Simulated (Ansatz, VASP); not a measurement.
**Two plane-wave programs on ZnCu**

The input INCAR:

```
PREC = Accurate
ENCUT = 600
EDIFF = 1E-6
ISMEAR = 0
SIGMA = 0.1
LREAL = F
LASPH = T
NELM = 100
ALGO = Normal
ISIF = 3
LWAVE = F
LCHARG = F
GGA = PE
IBRION = 2
NSW = 90
EDIFFG = -0.02
```

KPOINTS

```
Automatic mesh
0
Gamma
  12 12 12
```

File POSCAR:

```
ZnCu
1.0
    2.9450000000      0.0000000000      0.0000000000
    0.0000000000      2.9450000000      0.0000000000
    0.0000000000      0.0000000000      2.9450000000
Zn Cu
1 1
Direct
    0.5000000000      0.5000000000      0.5000000000
    0.0000000000      0.0000000000      0.0000000000
```

Input for Ansatz:

```yaml
crystal:
  lattice:
    - [2.945, 0.0, 0.0]
    - [0.0, 2.945, 0.0]
    - [0.0, 0.0, 2.945]
  atoms:
    - { symbol: Zn, position: [0.5, 0.5, 0.5] }
    - { symbol: Cu, position: [0.0, 0.0, 0.0] }
basis:
  ecutwfc: 420
kpoints:
  mp_grid: { grid: [12, 12, 12] }
hamiltonian:
  xc: pbe
scf:
  occupations: { method: gaussian, width: 0.1 }
output:
  forces: true
  stress: true
  eigenvalues: true
relax:
  adjacent_minimum: "off"
  f_tol: 0.02
  max_steps: 70
  cell: { stress_tol: 0.1 }
```

Alike in both runs: task relaxation of cell and atoms; functional PBE; k mesh 12 × 12 × 12; occupations gaussian, width 0.1 eV; no spin polarisation.

|  | VASP | Ansatz |
| --- | --- | --- |
| version | VASP 6.6.1 | Ansatz 0.2.0 |
| potentials or method | VASP PAW PBE potentials, release 64 (Zn, Cu), cutoff 600 eV | scalar-relativistic, plane waves, PAW |
| valence electrons in the cell | 23 | 31 |

```tsv
	VASP	Ansatz	Ansatz less VASP
gap on the k mesh at the Fermi level, each at its own relaxed structure (eV)	none	none	-
relaxed volume (Å³/atom)	13.09	13.03	-0.060
relaxed cell length with the largest relative difference (Å)	2.970	2.965	-0.0046
```

A gap of «none» marks a metal or a gap that the smearing closes. VASP's potentials hold 23 valence electrons a cell and Ansatz's 31, so a difference there can come from the potentials and not from the codes.
